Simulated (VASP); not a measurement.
Here is a VASP 6.6.1 calculation.

The input INCAR:

```
ALGO = Normal
EDIFF = 1E-6
EDIFFG = -0.01
ENCUT = 600
GGA = PE
IBRION = 2
ISIF = 3
ISMEAR = 0
IVDW = 12
LASPH = T
LCHARG = F
LREAL = F
LWAVE = F
NELM = 80
NSW = 100
PREC = Accurate
SIGMA = 0.1
```

KPOINTS

```
k-points
0
Gamma
  16 16 16
```

The input POSCAR:

```
GaSb
1.0
    0.0000000000      3.0686042300      3.0686042300
    3.0686042300      0.0000000000      3.0686042300
    3.0686042300      3.0686042300      0.0000000000
Ga Sb
1 1
Direct
    0.0000000000      0.0000000000      0.0000000000
    0.7500000000      0.7500000000      0.7500000000
```

Potentials or basis: VASP PAW PBE potentials, release 64 (Ga_d, Sb).

Run with:

```bash
$ cat potpaw_PBE.64/Ga_d/POTCAR potpaw_PBE.64/Sb/POTCAR > POTCAR
$ mpirun -np 1 vasp_std > vasp.out
```

(1) Estimate the relaxed volume.

(2) Predict the relaxed cell.

Answers

(1) 28.82 Å³/atom.

(2) a = 4.336 Å, b = 4.336 Å, c = 4.336 Å, α = 60.00°, β = 60.00°, γ = 60.00°.

Caveat: pairwise dispersion overbinds metals, which lowers pressure and volume.
